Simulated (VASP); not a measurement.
Sc:

```
Sc
1.0
     3.30900    0.00000    0.00000
    -1.65450    2.86568    0.00000
     0.00000    0.00000    5.27330
Sc
2
Direct
  0.33333 0.66667 0.25000
  0.66667 0.33333 0.75000
```

```yaml
Program: VASP 6.6.1
Task: relaxation of volume and atoms at fixed shape
Functional: LDA
Potentials_or_basis: VASP PAW LDA potentials, release 64 (Sc_sv)
Cutoff: 600 eV
k_mesh: 8 × 8 × 4
Occupations: fermi-dirac, width 0.05 eV
Spin: no spin polarisation
```

At the start: pressure -5.3 GPa; volume 25.00 Å³/atom.

Where does the relaxation end?

Over 3 steps the energy falls by 42.3 meV/atom and the volume is 22.61 Å³/atom (-9.6 %); space group P6_3/mmc (No. 194, to 0.1 Å) before and after.

Step by step:
```csv
step,energy change (eV),largest force (eV/Å),pressure (GPa),volume (Å³)
1,0.0000,0.0000,-5.29,50.00
2,-0.0803,0.0000,1.39,44.26
3,-0.0845,0.0000,0.05,45.22
```

Final structure:
```
CELL_PARAMETERS angstrom
3.19992 0.00000 0.00000
-1.59996 2.77121 0.00000
0.00000 0.00000 5.09946
ATOMIC_POSITIONS crystal
Sc 0.33333 0.66667 0.25000
Sc 0.66667 0.33333 0.75000
```
